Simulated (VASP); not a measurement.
# V (Im-3m) in VASP: a series of runs

The runs below take V through single point, with PBE.

All numbers are computed with VASP 6.6.1; they aren't measurements. Logs are shortened: lines on timing, memory, paths and dates and some standing lists are left out, and cuts for length are marked.

## (1) The cell of the first run

The structure is cubic, space group Im-3m (No. 229). Conventional cell: a = 2.840 Å, b = 2.840 Å, c = 2.840 Å, α = 90.00°, β = 90.00°, γ = 90.00°. V (site symmetry m-3m) has 14 V at 2.46 to 2.84 Å within 3.2 Å.

## (2) Single point, PBE (volume scaled by 0.85)

INCAR reads:

```
SYSTEM = V
ALGO     = Normal         ! electronic algorithm
EDIFF    = 1E-6           ! SCF threshold, eV
ENCUT    = 520            ! plane-wave cutoff, eV
GGA      = PE             ! functional
ISIF     = 2              ! what is computed and relaxed
ISMEAR   = -1             ! smearing method
LASPH    = .True.         ! aspherical terms in the spheres
LCHARG   = .False.        ! write CHGCAR
LREAL    = .False.        ! projectors in reciprocal space
LWAVE    = .False.        ! write WAVECAR
NBANDS   = 12             ! bands
NELM     = 60             ! most SCF steps
PREC     = Accurate       ! precision mode
SIGMA    = 0.1            ! smearing width, eV
```

KPOINTS reads:

```
k-points
0
Gamma
  18 18 18
  0 0 0
```

POSCAR reads:

```
V
1.0
   -1.4201300880      1.4201300880      1.4201300880
    1.4201300880     -1.4201300880      1.4201300880
    1.4201300880      1.4201300880     -1.4201300880
V
1
Direct
    0.0000000000      0.0000000000      0.0000000000
```

Potentials or basis: VASP PAW PBE potentials, release 64 (V_sv).

Launch:

```bash
> cat potpaw_PBE.64/V_sv/POTCAR > POTCAR
> mpirun -np 1 vasp_std > vasp.out
```

OUTCAR:

```text
SYSTEM = V
   EDIFF = 1E-6
   ENCUT = 520
   GGA = PE
   ISIF = 2
   ISMEAR = -1
   LASPH = .True.
   LREAL = .False.
   NELM = 60
   PREC = Accurate

 ion  position               nearest neighbor table
   1  0.000  0.000  0.000-

  LATTYP: Found a body centered cubic cell.
 ALAT       =     2.8402601760

  Lattice vectors:

 A1 = (  -1.4201300880,   1.4201300880,   1.4201300880)
 A2 = (   1.4201300880,  -1.4201300880,   1.4201300880)
 A3 = (   1.4201300880,   1.4201300880,  -1.4201300880)

Analysis of symmetry for initial positions (statically):
=====================================================================
 Subroutine PRICEL returns:
 Original cell was already a primitive cell.

 Routine SETGRP: Setting up the symmetry group for a
 body centered cubic supercell.

 Subroutine GETGRP returns: Found 48 space group operations
 (whereof 48 operations were pure point group operations)
 out of a pool of 48 trial point group operations.

The static configuration has the point symmetry O_h .

Analysis of symmetry for dynamics (positions and initial velocities):
=====================================================================
 Subroutine PRICEL returns:
 Original cell was already a primitive cell.

 Routine SETGRP: Setting up the symmetry group for a
 body centered cubic supercell.

 Subroutine GETGRP returns: Found 48 space group operations
 (whereof 48 operations were pure point group operations)
 out of a pool of 48 trial point group operations.

The dynamic configuration has the point symmetry O_h .

 Subroutine INISYM returns: Found 48 space group operations
 (whereof 48 operations are pure point group operations),
 and found     1 'primitive' translations

----------------------------------------------------------------------------------------

                                     Primitive cell

  volume of cell :      11.4563

  direct lattice vectors                    reciprocal lattice vectors
    -1.420130088  1.420130088  1.420130088     0.000000000  0.352080422  0.352080422
     1.420130088 -1.420130088  1.420130088     0.352080422  0.000000000  0.352080422
     1.420130088  1.420130088 -1.420130088     0.352080422  0.352080422  0.000000000

  length of vectors
     2.459737466  2.459737466  2.459737466     0.497916907  0.497916907  0.497916907

  position of ions in fractional coordinates (direct lattice)
     0.000000000  0.000000000  0.000000000

  ion indices of the primitive-cell ions
   primitive index   ion index
                 1           1

----------------------------------------------------------------------------------------

 KPOINTS: k-points

Automatic generation of k-mesh.
 Grid dimensions read from file:
 generate k-points for:   18   18   18

 Generating k-lattice:

  Cartesian coordinates                     Fractional coordinates (reciprocal lattice)
     0.000000000  0.019560023  0.019560023     0.055555556  0.000000000  0.000000000
     0.019560023  0.000000000  0.019560023     0.000000000  0.055555556  0.000000000
     0.019560023  0.019560023  0.000000000     0.000000000  0.000000000  0.055555556

  Length of vectors
     0.027662050  0.027662050  0.027662050

  Shift w.r.t. Gamma in fractional coordinates (k-lattice)
     0.000000000  0.000000000  0.000000000

 Subroutine IBZKPT returns following result:
 ===========================================

 Found    195 irreducible k-points:

 Following reciprocal coordinates:
            Coordinates               Weight
  0.000000  0.000000  0.000000      1.000000
  0.055556  0.000000  0.000000     12.000000
  0.111111  0.000000  0.000000     12.000000
  0.166667  0.000000  0.000000     12.000000
  0.222222  0.000000  0.000000     12.000000
  0.277778  0.000000  0.000000     12.000000
[... 16 lines left out ...]
  0.333333  0.111111  0.000000     48.000000
  0.388889  0.111111  0.000000     48.000000
 [... further k-points ...]
   k-points           NKPTS =    195   k-points in BZ     NKDIM =    195   number of bands    NBANDS=     12
   number of dos      NEDOS =    301   number of ions     NIONS =      1
   total plane-waves  NPLWV =   5832
   dimension x,y,z NGX =    18 NGY =   18 NGZ =   18
   dimension x,y,z NGXF=    36 NGYF=   36 NGZF=   36
   ions per type =               1
   NGX,Y,Z   is equivalent  to a cutoff of  12.17, 12.17, 12.17 a.u.
   NGXF,Y,Z  is equivalent  to a cutoff of  24.33, 24.33, 24.33 a.u.
 SYSTEM =  V
   PREC   = accura    normal or accurate (medium, high low for compatibility)
   ISTART =      0    job   : 0-new  1-cont  2-samecut
   ICHARG =      2    charge: 1-file 2-atom 10-const
   ISPIN  =      1    spin polarized calculation?
   LNONCOLLINEAR =      F non collinear calculations
   LSORBIT =      F    spin-orbit coupling
   LASPH  =      T    aspherical Exc in radial PAW
   ENCUT  =  520.0 eV  38.22 Ry    6.18 a.u.   4.57  4.57  4.57*2*pi/ulx,y,z
   NELM   =     60;   NELMIN=  2; NELMDL= -5     # of ELM steps
   EDIFF  = 0.1E-05   stopping-criterion for ELM
   LREAL  =      F    real-space projection
   EDIFFG = 0.1E-04   stopping-criterion for IOM
   NSW    =      0    number of steps for IOM
   IBRION =     -1    ionic relax: 0-MD 1-quasi-New 2-CG
   NFREE  =      0    steps in history (QN), initial steepest desc. (CG)
   ISIF   =      2    stress and relaxation
   ISYM   =      2    0-nonsym 1-usesym 2-fastsym
   POTIM  = 0.5000    time-step for ionic-motion
   TEBEG  =    0.0;   TEEND  =   0.0 temperature during run
   PSTRESS=    0.0 pullay stress
   NELECT =      13.0000    total number of electrons
   NUPDOWN=      -1.0000    fix difference up-down
   EMIN   =  10.00;   EMAX   =-10.00  energy-range for DOS
   EFERMI =   0.00;   METHOD = LEGACY
   ISMEAR =    -1;   SIGMA  =   0.10  broadening in eV -4-tet -1-fermi 0-gaus
   EFERMI_NEDOS =   21; number of points for ismear=-14 and -15
   IALGO  =     38    algorithm
   IMIX   =      4    mixing-type and parameters
     AMIX     =   0.40;   BMIX     =  1.00
     AMIX_MAG =   1.60;   BMIX_MAG =  1.00
  volume/ion in A,a.u.               =      11.46        77.31
  Fermi-wavevector in a.u.,A,eV,Ry     =   1.707554  3.226809 39.671068  2.915741
  Thomas-Fermi vector in A             =   2.786385
   LORBIT       =      0    0 simple, 1 ext, 2 COOP (PROOUT), +10 PAW based schemes
   GGA     = PE    functional components
[... 5 lines left out ...]
 non-spin polarized calculation
  energy-cutoff  :      520.00
  volume of cell :       11.46
 maximum number of plane-waves:       325
   NGX =  9   NGY =  9   NGZ =  9

 number of electron      12.9999989 magnetization

 Free energy of the ion-electron system (eV)
  ---------------------------------------------------
  ext. energy  EPLUGINS =         0.00000000
  ---------------------------------------------------
  free energy    TOTEN  =        -8.79427421 eV

  energy without entropy =       -8.74687518  energy(sigma->0) =       -8.77057469

 E-fermi :  11.8948     XC(G=0): -13.8068

 val. band max:       11.8874669794   @ k =  -0.2222   0.2222   0.0556
 cond. band min:      11.9072574938   @ k =   0.3333   0.1667   0.1111
 fundamental gap:      0.0197905144
 Fermi energy:        11.8948435402

 k-point     1 :       0.0000    0.0000    0.0000
  band No.  band energies     occupation
      1     -51.6931      2.00000
      2     -24.6511      2.00000
      3     -24.6511      2.00000
      4     -24.6511      2.00000
      5       5.0108      2.00000
      6      12.3026      0.03333
      7      12.3026      0.03333
      8      12.3026      0.03333
      9      14.7581      0.00000
     10      14.7581      0.00000
     11      33.6352      0.00000
     12      33.6352      0.00000

 k-point     2 :       0.0556    0.0000    0.0000
  band No.  band energies     occupation
      1     -51.6822      2.00000
      2     -24.6985      2.00000
      3     -24.6649      2.00000
      4     -24.6516      2.00000
      5       5.1568      2.00000
      6      12.2344      0.06489
      7      12.2885      0.03829
      8      12.4135      0.01112
      9      14.6753      0.00000
     10      14.7620      0.00000
     11      33.5113      0.00000
     12      33.6475      0.00000

 k-point     3 :       0.1111    0.0000    0.0000
  band No.  band energies     occupation
      1     -51.6508      2.00000
      2     -24.8338      2.00000
      3     -24.7048      2.00000
      4     -24.6530      2.00000
      5       5.5789      2.00000
      6      12.0424      0.37211
      7      12.2248      0.07116
      8      12.7394      0.00043
      9      14.4871      0.00000
     10      14.7768      0.00000
     11      33.0822      0.00000
     12      33.5877      0.00000
[... 286 lines left out ...]
 k-point    23 :       0.3333    0.1111    0.0000
  band No.  band energies     occupation
      1     -51.3539      2.00000
      2     -25.9337      2.00000
      3     -25.0947      2.00000
      4     -24.7270      2.00000
      5       8.5422      2.00000
      6      10.6119      1.99999
      7      12.2927      0.03673
      8      14.5968      0.00000
      9      15.3729      0.00000
     10      16.9871      0.00000
     11      25.9839      0.00000
     12      29.3680      0.00000

 k-point    24 :       0.3889    0.1111    0.0000
  band No.  band energies     occupation
      1     -51.3229      2.00000
      2     -26.0372      2.00000
      3     -25.1419      2.00000
      4     -24.7295      2.00000
      5       8.4871      2.00000
      6      10.4875      2.00000
      7      12.8441      0.00015
      8      14.7077      0.00000
      9      15.5389      0.00000
     10      17.6649      0.00000
     11      24.6882      0.00000
     12      28.9068      0.00000

 [... further k-points ...]

------------------------ aborting loop because EDIFF is reached ----------------------------------------

  FORCE on cell =-STRESS in cart. coord.  units (eV):
  Direction    XX          YY          ZZ          XY          YZ          ZX
  --------------------------------------------------------------------------------------
  -------------------------------------------------------------------------------------
  Total        2.8950832      2.8950832      2.8950832      0.0000000      0.0000000     -0.0000000
  in kB      404.8808700    404.8808700    404.8808700      0.0000000      0.0000000     -0.0000000
  external PRESSURE =     404.8808700 kB  Pullay stress =       0.0000000 kB

 VOLUME and BASIS-vectors are now :
 -----------------------------------------------------------------------------
  energy-cutoff  :      520.00
  volume of cell :       11.46
      direct lattice vectors                 reciprocal lattice vectors
    -1.420130088  1.420130088  1.420130088     0.000000000  0.352080422  0.352080422
     1.420130088 -1.420130088  1.420130088     0.352080422  0.000000000  0.352080422
     1.420130088  1.420130088 -1.420130088     0.352080422  0.352080422  0.000000000

 POSITION                                       TOTAL-FORCE (eV/Angst)
 -----------------------------------------------------------------------------------
      0.00000      0.00000      0.00000        -0.000000      0.000000     -0.000000
 -----------------------------------------------------------------------------------
    total drift:                                0.000000     -0.000000      0.000000

  FREE ENERGIE OF THE ION-ELECTRON SYSTEM (eV)
  ---------------------------------------------------
  free  energy   TOTEN  =        -8.7942742053 eV

  energy  without entropy=       -8.7468751783  energy(sigma->0) =       -8.77057469
```

Wall time 31 s (1 thread of AMD EPYC 7R13, shared host); peak memory 0.11 GiB.

Results:

| Quantity | Value |
| --- | --- |
| Free energy | -8.7943 eV |
| Pressure | 40.5 GPa |

Caveat: the cell differs from its parent crystal (volume scaled by 0.85).

## (3) Single point, PBE (volume scaled by 0.95)

INCAR reads:

```
PREC = Accurate ; ENCUT = 520
EDIFF = 1E-6 ; ISMEAR = -1
SIGMA = 0.1 ; LREAL = False
LASPH = True ; NELM = 80
ALGO = Normal ; ISIF = 2
LWAVE = False ; LCHARG = False
GGA = PE ; NBANDS = 12
```

KPOINTS reads:

```
regular mesh
0
Gamma
  18 18 18
```

POSCAR reads:

```
V
1.0
   -1.4737699215      1.4737699215      1.4737699215
    1.4737699215     -1.4737699215      1.4737699215
    1.4737699215      1.4737699215     -1.4737699215
V
1
Direct
    0.0000000000      0.0000000000      0.0000000000
```

Potentials or basis: VASP PAW PBE potentials, release 64 (V_sv).

Launch:

```bash
> cat potpaw_PBE.64/V_sv/POTCAR > POTCAR
> mpirun -np 1 vasp_std > vasp.out
```

Run time: 56 s. Hardware: 1 thread of AMD EPYC 7R13, shared host; peak memory 0.11 GiB.

Results (log left out):

```yaml
Free_energy: -8.9991 eV
Pressure: 10.5 GPa
```

Levels at points of the mesh, in eV from the Fermi level:
```csv
k point,band 2,band 3,band 4,band 5,band 6,band 7,band 8,band 9,band 10,band 11
"(0.00, 0.00, 0.00)",-36.89,-36.89,-36.89,-6.71,0.40,0.40,0.40,2.55,2.55,20.86
"(0.50, 0.00, 0.00)",-37.94,-37.21,-36.90,-3.37,-1.25,1.81,2.56,2.94,4.38,10.80
"(0.50, 0.50, 0.50)",-37.60,-37.60,-37.60,-3.25,-3.25,3.96,3.96,3.96,10.67,10.67
```

Caveat: the cell differs from its parent crystal (volume scaled by 0.95).

## (4) Single point, PBE (volume scaled by 0.95)

INCAR reads:

```
SYSTEM = V
  PREC = Accurate
  ENCUT = 520
  EDIFF = 1E-6
  ISMEAR = -1
  SIGMA = 0.1
  LREAL = .False.
  LASPH = .True.
  NELM = 60
  ALGO = Normal
  ISIF = 2
  LWAVE = .False.
  LCHARG = .True.
  GGA = PE
  LELF = .True.
  LVHAR = .True.
  NBANDS = 12
```

KPOINTS reads:

```
regular mesh
0
Gamma
  18 18 18
  0 0 0
```

POSCAR is that of step 3.

Launch:

```bash
> cat potpaw_PBE.64/V_sv/POTCAR > POTCAR
> mpirun -np 1 vasp_std > vasp.out
```

It took 56 s on 1 thread of AMD EPYC 7R13, shared host; peak memory 0.11 GiB.

It converged, with:

```yaml
Free_energy: -8.9991 eV
Pressure: 10.5 GPa
```

Levels at points of the mesh, in eV from the Fermi level:
| k point | band 2 | band 3 | band 4 | band 5 | band 6 | band 7 | band 8 | band 9 | band 10 | band 11 |
| --- | --- | --- | --- | --- | --- | --- | --- | --- | --- | --- |
| (0.00, 0.00, 0.00) | -36.89 | -36.89 | -36.89 | -6.71 | 0.40 | 0.40 | 0.40 | 2.55 | 2.55 | 20.86 |
| (0.50, 0.00, 0.00) | -37.94 | -37.21 | -36.90 | -3.37 | -1.25 | 1.81 | 2.56 | 2.94 | 4.38 | 10.80 |
| (0.50, 0.50, 0.50) | -37.60 | -37.60 | -37.60 | -3.25 | -3.25 | 3.96 | 3.96 | 3.96 | 10.67 | 10.67 |

Caveat: the cell differs from its parent crystal (volume scaled by 0.95).

## (5) Single point, PBE

This run uses another cell than the first one, of 13.48 Å³/atom, 1.176 times its volume.

INCAR reads:

```
SYSTEM = V
  PREC = Accurate
  ENCUT = 520
  EDIFF = 1E-6
  ISMEAR = -1
  SIGMA = 0.1
  LREAL = .FALSE.
  LASPH = .TRUE.
  NELM = 100
  ALGO = Normal
  ISIF = 2
  LWAVE = .FALSE.
  LCHARG = .FALSE.
  GGA = PE
  NBANDS = 12
```

KPOINTS reads:

```
regular mesh
0
G
  18 18 18
  0 0 0
```

POSCAR reads:

```
V
1.0
   -1.4991847422      1.4991847422      1.4991847422
    1.4991847422     -1.4991847422      1.4991847422
    1.4991847422      1.4991847422     -1.4991847422
V
1
Direct
    0.0000000000      0.0000000000      0.0000000000
```

Launch:

```bash
> cat potpaw_PBE.64/V_sv/POTCAR > POTCAR
> mpirun -np 1 vasp_std > vasp.out
```

Run time: 53 s. Hardware: 1 thread of AMD EPYC 7R13, shared host; peak memory 0.11 GiB.

Results (log left out):

```yaml
Free_energy: -9.0211 eV
Pressure: 0.2 GPa
```

Levels at points of the mesh, in eV from the Fermi level:
```tsv
k point	band 3	band 4	band 5	band 6	band 7	band 8	band 9	band 10	band 11	band 12
(0.00, 0.00, 0.00)	-37.04	-37.04	-6.61	0.40	0.40	0.40	2.40	2.40	20.46	20.46
(0.50, 0.00, 0.00)	-37.32	-37.04	-3.19	-1.14	1.62	2.40	2.76	4.09	10.14	15.86
(0.50, 0.50, 0.50)	-37.65	-37.65	-3.01	-3.01	3.70	3.70	3.70	10.18	10.18	10.18
```

## (6) Single point, PBE

This run uses another cell than the first one, of 13.48 Å³/atom, 1.176 times its volume.

INCAR reads:

```
PREC = Accurate
ENCUT = 520
EDIFF = 1E-7
ISMEAR = -1
SIGMA = 0.1
LREAL = False
LASPH = True
NELM = 60
ALGO = Normal
ISIF = 2
LWAVE = False
LCHARG = True
GGA = PE
LELF = True
LVHAR = True
NBANDS = 12
```

KPOINTS reads:

```
regular mesh
0
Gamma
  18 18 18
```

POSCAR is that of step 5.

Potentials or basis: VASP PAW PBE potentials, release 64 (V_sv).

Launch:

```bash
> cat potpaw_PBE.64/V_sv/POTCAR > POTCAR
> mpirun -np 1 vasp_std > vasp.out
```

It took 61 s on 1 thread of AMD EPYC 7R13, shared host; peak memory 0.11 GiB.

Results (log left out):

| Property | Result |
| --- | --- |
| Free energy | -9.0211 eV |
| Pressure | 0.2 GPa |

Levels at points of the mesh, in eV from the Fermi level:
| k point | band 4 | band 5 | band 6 | band 7 | band 8 | band 9 | band 10 | band 11 |
| --- | --- | --- | --- | --- | --- | --- | --- | --- |
| (0.00, 0.00, 0.00) | -37.04 | -6.61 | 0.40 | 0.40 | 0.40 | 2.40 | 2.40 | 20.46 |
| (0.50, 0.00, 0.00) | -37.04 | -3.19 | -1.14 | 1.62 | 2.40 | 2.76 | 4.09 | 10.14 |
| (0.50, 0.50, 0.50) | -37.65 | -3.01 | -3.01 | 3.70 | 3.70 | 3.70 | 10.18 | 10.18 |

## (7) Summary

| cell | gap on the mesh (eV) | pressure (GPa) |
| --- | --- | --- |
| a = 2.460 Å, angles 109.5°, 1 atom | none | 40.5 |
| a = 2.553 Å, angles 109.5°, 1 atom | none | 10.5 |
| a = 2.597 Å, angles 109.5°, 1 atom | none | 0.2 |

Alike in all rows: task single point; level PBE; potentials or basis VASP PAW PBE potentials, release 64 (V_sv); no spin polarisation; k mesh 18 × 18 × 18; cutoff (eV) 520; smearing fermi-dirac 0.1 eV.

Absolute energies hang on the potentials; compare differences alone.
